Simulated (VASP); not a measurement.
Wanted: the native input for a VASP 6.6.1 run.

- Task: single point
- Functional: r2SCAN
- Potentials or basis: VASP PAW PBE potentials, release 64 (Ga_d, N)
- Cutoff: 520 eV
- k mesh: 10 × 10 × 10
- Occupations: gaussian, width 0.05 eV
- Spin: no spin polarisation
- Dipole correction: no
- Further INCAR settings: ALGO = Normal; EDIFF = 1e-06; NBANDS = 16

Crystal: GaN.

```
Ga N
1.0
     0.00000    2.19716    2.19716
     2.19716    0.00000    2.19716
     2.19716    2.19716    0.00000
Ga N
1 1
Direct
  0.00000 0.00000 0.00000
  0.75000 0.75000 0.75000
```

This cell differs from its parent crystal: strain -0.025 along x and y, -0.025 along z.

The input as run:

POSCAR

```
GaN
1.0
    0.0000000000      2.1971630923      2.1971630923
    2.1971630923      0.0000000000      2.1971630923
    2.1971630923      2.1971630923      0.0000000000
Ga N
1 1
Direct
    0.0000000000      0.0000000000      0.0000000000
    0.7500000000      0.7500000000      0.7500000000
```

INCAR.step1

```
SYSTEM = GaN
ALGO = Normal
EDIFF = 1E-4
ENCUT = 520
GGA = PE
ISMEAR = 0
LASPH = .True.
LCHARG = .False.
LREAL = .False.
LWAVE = .True.
NBANDS = 16
NELM = 100
PREC = Accurate
SIGMA = 0.05
```

INCAR.step2

```
SYSTEM = GaN
ALGO = Normal
EDIFF = 1E-6
ENCUT = 520
ISIF = 2
ISMEAR = 0
ISTART = 1
LASPH = .True.
LCHARG = .False.
LMIXTAU = .True.
LREAL = .False.
LWAVE = .False.
METAGGA = R2SCAN
NBANDS = 16
NELM = 100
PREC = Accurate
SIGMA = 0.05
```

KPOINTS

```
k-points
0
Gamma
  10 10 10
  0 0 0
```

Potentials or basis: VASP PAW PBE potentials, release 64 (Ga_d, N).

Launch:

```console
$ cat potpaw_PBE.64/Ga_d/POTCAR potpaw_PBE.64/N/POTCAR > POTCAR
$ cp INCAR.step1 INCAR
$ mpirun -np 1 vasp_std > vasp.out
$ cp INCAR.step2 INCAR
$ mpirun -np 1 vasp_std > vasp.out
```

Results of the run:

```json
{
  "Pressure": "17.3 GPa",
  "Band gap on the k mesh": "2.62 eV"
}
```

Caveat: the cell differs from its parent crystal (strain -0.025 along x and y, -0.025 along z); the cell stands under pressure; the PAW data sets were made with another functional, which shifts forces and pressure a little.

Wall time 70 s on 1 thread of Intel Xeon 8259CL, with other jobs on the host, peak memory 0.15 GiB.
